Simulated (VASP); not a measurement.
# C in VASP: further runs

C is run at these levels: LDA; tasks: single point.

All numbers are computed with VASP 6.6.1; they aren't measurements. Logs are shortened: lines on timing, memory, paths and dates and some standing lists are left out, and cuts for length are marked.

### 1 The cell of the first run

The typed cell holds 2 atoms: a = 2.181 Å, b = 2.181 Å, c = 2.181 Å, α = 120.00°, β = 120.00°, γ = 90.00°.

### 2 Single point, LDA

INCAR reads:

```
ALGO = Normal
EDIFF = 1E-6
ENCUT = 520
GGA = CA
ISIF = 2
ISMEAR = -1
LASPH = True
LCHARG = False
LREAL = False
LWAVE = False
NBANDS = 11
NELM = 100
PREC = Accurate
SIGMA = 0.1
```

KPOINTS reads:

```
k-points
0
Gamma
  27 27 27
```

POSCAR reads:

```
C
1.0
   -1.0903616157      1.0903616157      1.5418746386
    1.0903616157     -1.0903616157      1.5418746386
    1.0903616157      1.0903616157     -1.5418746386
C
2
Direct
   -0.3750000000     -0.1250000000     -0.2500000000
    0.3750000000      0.1250000000      0.2500000000
```

Potentials or basis: VASP PAW LDA potentials, release 64 (C).

Started as:

```
$ cat potpaw_LDA.64/C/POTCAR > POTCAR
$ mpirun -np 1 vasp_std > vasp.out
```

OUTCAR:

```text
EDIFF = 1E-6
   ENCUT = 520
   GGA = CA
   ISIF = 2
   ISMEAR = -1
   LASPH = True
   LREAL = False
   NELM = 100
   PREC = Accurate

 ion  position               nearest neighbor table
   1  0.625  0.875  0.750-   2 1.34   2 1.34   2 1.34   2 1.34
   2  0.375  0.125  0.250-   1 1.34   1 1.34   1 1.34   1 1.34

  LATTYP: Found a body centered tetragonal cell.
 ALAT       =     2.1807232314
 C/A-ratio  =     1.4140947521

  Lattice vectors:

 A1 = (  -1.0903616157,   1.0903616157,   1.5418746386)
 A2 = (   1.0903616157,  -1.0903616157,   1.5418746386)
 A3 = (   1.0903616157,   1.0903616157,  -1.5418746386)

Analysis of symmetry for initial positions (statically):
=====================================================================
 Subroutine PRICEL returns:
 Original cell was already a primitive cell.

 Routine SETGRP: Setting up the symmetry group for a
 body centered tetragonal supercell.

 Subroutine GETGRP returns: Found 16 space group operations
 (whereof  4 operations were pure point group operations)
 out of a pool of 16 trial point group operations.

The static configuration has the point symmetry C_2h.
 The point group associated with its full space group is D_4h.

Analysis of symmetry for dynamics (positions and initial velocities):
=====================================================================
 Subroutine PRICEL returns:
 Original cell was already a primitive cell.

 Routine SETGRP: Setting up the symmetry group for a
 body centered tetragonal supercell.

 Subroutine GETGRP returns: Found 16 space group operations
 (whereof  4 operations were pure point group operations)
 out of a pool of 16 trial point group operations.

The dynamic configuration has the point symmetry C_2h.
 The point group associated with its full space group is D_4h.

 Subroutine INISYM returns: Found 16 space group operations
 (whereof  4 operations are pure point group operations),
 and found     1 'primitive' translations

----------------------------------------------------------------------------------------

                                     Primitive cell

  volume of cell :       7.3325

  direct lattice vectors                    reciprocal lattice vectors
    -1.090361616  1.090361616  1.541874639     0.000000000  0.458563464  0.324280579
     1.090361616 -1.090361616  1.541874639     0.458563464  0.000000000  0.324280579
     1.090361616  1.090361616 -1.541874639     0.458563464  0.458563464  0.000000000

  length of vectors
     2.180631630  2.180631630  2.180631630     0.561638981  0.561638981  0.648506671

  position of ions in fractional coordinates (direct lattice)
     0.625000000  0.875000000  0.750000000
     0.375000000  0.125000000  0.250000000

  ion indices of the primitive-cell ions
   primitive index   ion index
                 1           1
                 2           2

----------------------------------------------------------------------------------------

 KPOINTS: k-points

Automatic generation of k-mesh.
 Grid dimensions read from file:
 generate k-points for:   27   27   27

 Generating k-lattice:

  Cartesian coordinates                     Fractional coordinates (reciprocal lattice)
     0.000000000  0.016983832  0.012010392     0.037037037  0.000000000 -0.000000000
     0.016983832  0.000000000  0.012010392     0.000000000  0.037037037 -0.000000000
     0.016983832  0.016983832  0.000000000     0.000000000  0.000000000  0.037037037

  Length of vectors
     0.020801444  0.020801444  0.024018766

  Shift w.r.t. Gamma in fractional coordinates (k-lattice)
     0.000000000  0.000000000  0.000000000

 Subroutine IBZKPT returns following result:
 ===========================================

 Found   1470 irreducible k-points:

 Following reciprocal coordinates:
            Coordinates               Weight
  0.000000  0.000000  0.000000      1.000000
  0.037037 -0.000000  0.000000      8.000000
  0.074074 -0.000000  0.000000      8.000000
  0.111111  0.000000  0.000000      8.000000
  0.148148  0.000000 -0.000000      8.000000
  0.185185  0.000000  0.000000      8.000000
[... 16 lines left out ...]
  0.333333  0.037037  0.000000     16.000000
  0.370370  0.037037 -0.000000     16.000000
 [... further k-points ...]
   k-points           NKPTS =   1470   k-points in BZ     NKDIM =   1470   number of bands    NBANDS=     11
   number of dos      NEDOS =    301   number of ions     NIONS =      2
   total plane-waves  NPLWV =   4096
   dimension x,y,z NGX =    16 NGY =   16 NGZ =   16
   dimension x,y,z NGXF=    32 NGYF=   32 NGZF=   32
   ions per type =               2
   NGX,Y,Z   is equivalent  to a cutoff of  12.20, 12.20, 12.20 a.u.
   NGXF,Y,Z  is equivalent  to a cutoff of  24.40, 24.40, 24.40 a.u.
 SYSTEM =  unknown system
   PREC   = accura    normal or accurate (medium, high low for compatibility)
   ISTART =      0    job   : 0-new  1-cont  2-samecut
   ICHARG =      2    charge: 1-file 2-atom 10-const
   ISPIN  =      1    spin polarized calculation?
   LNONCOLLINEAR =      F non collinear calculations
   LSORBIT =      F    spin-orbit coupling
   LASPH  =      T    aspherical Exc in radial PAW
   ENCUT  =  520.0 eV  38.22 Ry    6.18 a.u.   4.05  4.05  4.05*2*pi/ulx,y,z
   NELM   =    100;   NELMIN=  2; NELMDL= -5     # of ELM steps
   EDIFF  = 0.1E-05   stopping-criterion for ELM
   LREAL  =      F    real-space projection
   EDIFFG = 0.1E-04   stopping-criterion for IOM
   NSW    =      0    number of steps for IOM
   IBRION =     -1    ionic relax: 0-MD 1-quasi-New 2-CG
   NFREE  =      0    steps in history (QN), initial steepest desc. (CG)
   ISIF   =      2    stress and relaxation
   ISYM   =      2    0-nonsym 1-usesym 2-fastsym
   POTIM  = 0.5000    time-step for ionic-motion
   TEBEG  =    0.0;   TEEND  =   0.0 temperature during run
   PSTRESS=    0.0 pullay stress
   NELECT =       8.0000    total number of electrons
   NUPDOWN=      -1.0000    fix difference up-down
   EMIN   =  10.00;   EMAX   =-10.00  energy-range for DOS
   EFERMI =   0.00;   METHOD = LEGACY
   ISMEAR =    -1;   SIGMA  =   0.10  broadening in eV -4-tet -1-fermi 0-gaus
   EFERMI_NEDOS =   21; number of points for ismear=-14 and -15
   IALGO  =     38    algorithm
   IMIX   =      4    mixing-type and parameters
     AMIX     =   0.40;   BMIX     =  1.00
     AMIX_MAG =   1.60;   BMIX_MAG =  1.00
  volume/ion in A,a.u.               =       3.67        24.74
  Fermi-wavevector in a.u.,A,eV,Ry     =   1.685342  3.184835 38.645695  2.840378
  Thomas-Fermi vector in A             =   2.768203
   LORBIT       =      0    0 simple, 1 ext, 2 COOP (PROOUT), +10 PAW based schemes
   GGA     = CA    functional components
   LHFCALC =     F    Hartree Fock is set to
   AEXX    =    0.0000 exact exchange contribution
   IVDW    =     0    specifies the selected vdW correction
   LEPSILON=     F    determine dielectric tensor
   LRPA    =     F    only Hartree local field effects (RPA)
 non-spin polarized calculation
  energy-cutoff  :      520.00
  volume of cell :        7.33
 maximum number of plane-waves:       205
   NGX =  9   NGY =  9   NGZ =  9

 number of electron       7.9999999 magnetization

 Free energy of the ion-electron system (eV)
  ---------------------------------------------------
  ext. energy  EPLUGINS =         0.00000000
  ---------------------------------------------------
  free energy    TOTEN  =       -16.88445118 eV

  energy without entropy =      -16.88445118  energy(sigma->0) =      -16.88445118

 E-fermi :  19.0309     XC(G=0): -15.7356

 val. band max:       17.2366261554   @ k =   0.0000   0.0000   0.0000
 cond. band min:      22.5482636996   @ k =  -0.4074  -0.4074   0.4074
 fundamental gap:      5.3116375442
 Fermi energy:        19.0309121945

 k-point     1 :       0.0000    0.0000    0.0000
  band No.  band energies     occupation
      1     -10.8277      2.00000
      2      17.2349      2.00000
      3      17.2349      2.00000
      4      17.2366      2.00000
      5      24.0300      0.00000
      6      24.0312      0.00000
      7      24.0312      0.00000
      8      41.8379      0.00000
      9      43.1810      0.00000
     10      49.4020      0.00000
     11      49.4080      0.00000

 k-point     2 :       0.0370   -0.0000    0.0000
  band No.  band energies     occupation
      1     -10.7780      2.00000
      2      16.8259      2.00000
      3      17.1222      2.00000
      4      17.1233      2.00000
      5      24.1762      0.00000
      6      24.1770      0.00000
      7      24.3597      0.00000
      8      41.6940      0.00000
      9      43.2495      0.00000
     10      47.9911      0.00000
     11      47.9961      0.00000

 k-point     3 :       0.0741   -0.0000    0.0000
  band No.  band energies     occupation
      1     -10.6288      2.00000
      2      15.7813      2.00000
      3      16.8162      2.00000
      4      16.8173      2.00000
      5      24.5752      0.00000
      6      24.5760      0.00000
      7      25.1655      0.00000
      8      41.3038      0.00000
      9      43.4445      0.00000
     10      46.4971      0.00000
     11      46.5017      0.00000
[... 267 lines left out ...]
 k-point    23 :       0.3333    0.0370    0.0000
  band No.  band energies     occupation
      1      -6.4947      2.00000
      2       4.0505      2.00000
      3      13.1812      2.00000
      4      13.9479      2.00000
      5      27.3725      0.00000
      6      27.8773      0.00000
      7      31.7612      0.00000
      8      37.2080      0.00000
      9      44.5372      0.00000
     10      45.6818      0.00000
     11      47.5014      0.00000

 k-point    24 :       0.3704    0.0370   -0.0000
  band No.  band energies     occupation
      1      -5.5387      2.00000
      2       2.5081      2.00000
      3      13.0124      2.00000
      4      13.6318      2.00000
      5      27.4436      0.00000
      6      27.7571      0.00000
      7      32.3106      0.00000
      8      36.9423      0.00000
      9      45.8793      0.00000
     10      46.0487      0.00000
     11      48.5229      0.00000

 [... further k-points ...]

------------------------ aborting loop because EDIFF is reached ----------------------------------------

  FORCE on cell =-STRESS in cart. coord.  units (eV):
  Direction    XX          YY          ZZ          XY          YZ          ZX
  --------------------------------------------------------------------------------------
  -------------------------------------------------------------------------------------
  Total       18.0072025     18.0072025     18.0124276      0.0000000      0.0000000      0.0000000
  in kB     3934.6550715   3934.6550715   3935.7967711      0.0000000      0.0000000      0.0000000
  external PRESSURE =    3935.0356380 kB  Pullay stress =       0.0000000 kB

 VOLUME and BASIS-vectors are now :
 -----------------------------------------------------------------------------
  energy-cutoff  :      520.00
  volume of cell :        7.33
      direct lattice vectors                 reciprocal lattice vectors
    -1.090361616  1.090361616  1.541874639     0.000000000  0.458563464  0.324280579
     1.090361616 -1.090361616  1.541874639     0.458563464  0.000000000  0.324280579
     1.090361616  1.090361616 -1.541874639     0.458563464  0.458563464  0.000000000

 POSITION                                       TOTAL-FORCE (eV/Angst)
 -----------------------------------------------------------------------------------
      1.09036      0.54518      1.15641        -0.000000     -0.000000     -0.000000
      0.00000      0.54518      0.38547         0.000000      0.000000      0.000000
 -----------------------------------------------------------------------------------
    total drift:                                0.000000     -0.000000      0.000000

  FREE ENERGIE OF THE ION-ELECTRON SYSTEM (eV)
  ---------------------------------------------------
  free  energy   TOTEN  =       -16.8844511844 eV

  energy  without entropy=      -16.8844511843  energy(sigma->0) =      -16.88445118
```

Run time: 3 min. Hardware: 1 thread of AMD EPYC, shared host; peak memory 0.16 GiB.

Results:

```yaml
Free_energy: -16.8845 eV
Pressure: 393.5 GPa
Band_gap_on_the_k_mesh: 5.31 eV (least direct gap 6.79 eV)
```

Caveat: the cell stands under pressure; an odd mesh through Γ misses points on the zone boundary, where band edges can lie.

### 3 Single point, LDA

INCAR reads:

```
PREC = Accurate
ENCUT = 520
EDIFF = 1E-6
ISMEAR = -1
SIGMA = 0.1
LREAL = False
LASPH = True
NELM = 100
ALGO = Normal
ISIF = 2
LWAVE = False
LCHARG = False
NBANDS = 11
```

KPOINTS reads:

```
Automatic mesh
0
Gamma
  27 27 27
```

POSCAR reads:

```
C
1.0
   -1.0904183622      1.0904183622      1.5420040058
    1.0904183622     -1.0904183622      1.5420040058
    1.0904183622      1.0904183622     -1.5420040058
C
2
Direct
   -0.3750000000     -0.1250000000     -0.2500000000
    0.3750000000      0.1250000000      0.2500000000
```

Potentials or basis: VASP PAW LDA potentials, release 64 (C).

Started as:

```
$ cat potpaw_LDA.64/C/POTCAR > POTCAR
$ mpirun -np 1 vasp_std > vasp.out
```

Wall time 3.5 min (1 thread of AMD EPYC, shared host); peak memory 0.16 GiB.

It converged, with:

```
Free energy            : -16.8878 eV
Pressure               : 393.2 GPa
Band gap on the k mesh : 5.31 eV (least direct gap 6.79 eV)
```

Levels at points of the mesh, in eV from the valence-band top:
```tsv
k point	band 2	band 3	band 4	band 5	band 6	band 7
(0.00, 0.00, 0.00)	0.00	0.00	0.00	6.79	6.79	6.79
```

Caveat: the cell stands under pressure; an odd mesh through Γ misses points on the zone boundary, where band edges can lie.
